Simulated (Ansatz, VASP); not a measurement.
# Bi2Pd in VASP and in Ansatz

The input INCAR:

```
  PREC = Accurate
  ENCUT = 520
  EDIFF = 1E-6
  ISMEAR = -1
  SIGMA = 0.1
  LREAL = False
  LASPH = True
  NELM = 100
  ALGO = Normal
  ISIF = 2
  LWAVE = False
  LCHARG = False
  NBANDS = 27
```

The input KPOINTS:

```
regular mesh
0
Gamma
  11 11 11
```

POSCAR

```
Bi2Pd
1.0
   -1.6582809988      1.6582809988      6.4037662722
    1.6582809988     -1.6582809988      6.4037662722
    1.6582809988      1.6582809988     -6.4037662722
Bi Pd
2 1
Direct
    0.3630000000      0.3630000000      0.0000000000
    0.6370000000      0.6370000000      0.0000000000
    0.0000000000      0.0000000000      0.0000000000
```

Input for Ansatz:

```yaml
crystal:
  lattice:
    - [-1.658280998779808, 1.658280998779808, 6.403766272206498]
    - [1.658280998779808, -1.658280998779808, 6.403766272206498]
    - [1.658280998779808, 1.658280998779808, -6.403766272206498]
  atoms:
    - { symbol: Bi, position: [0.363, 0.363, 0.0] }
    - { symbol: Bi, position: [0.637, 0.637, 0.0] }
    - { symbol: Pd, position: [0.0, 0.0, 0.0] }
basis:
  ecutwfc: 500.0
kpoints:
  mp_grid:
    grid: [11, 11, 11]
hamiltonian:
  xc: lda
scf:
  occupations:
    method: fermi_dirac
    width: 0.1
output:
  stress: true
```

Alike in both runs: task single point; functional LDA; k mesh 11 × 11 × 11; occupations fermi-dirac, width 0.1 eV; no spin polarisation.

|  | VASP | Ansatz |
| --- | --- | --- |
| version | VASP 6.6.1 | Ansatz 0.2.0 |
| potentials or method | VASP PAW LDA potentials, release 64 (Bi_d, Pd), cutoff 520 eV | plane waves, PAW |
| valence electrons in the cell | 40 | 48 |

```csv
,VASP,Ansatz,Ansatz less VASP
pressure (GPa),0.3,0.1,-0.25
"traceless stress, the component that is largest in VASP (GPa)",-0.40,-0.39,+0.006
```

LDA's correlation is that of Perdew and Zunger in VASP and of Perdew and Wang (1992) in Ansatz. VASP's potentials hold 40 valence electrons a cell and Ansatz's 48, so a difference there can come from the potentials and not from the codes.

Neither program's run includes spin-orbit coupling.
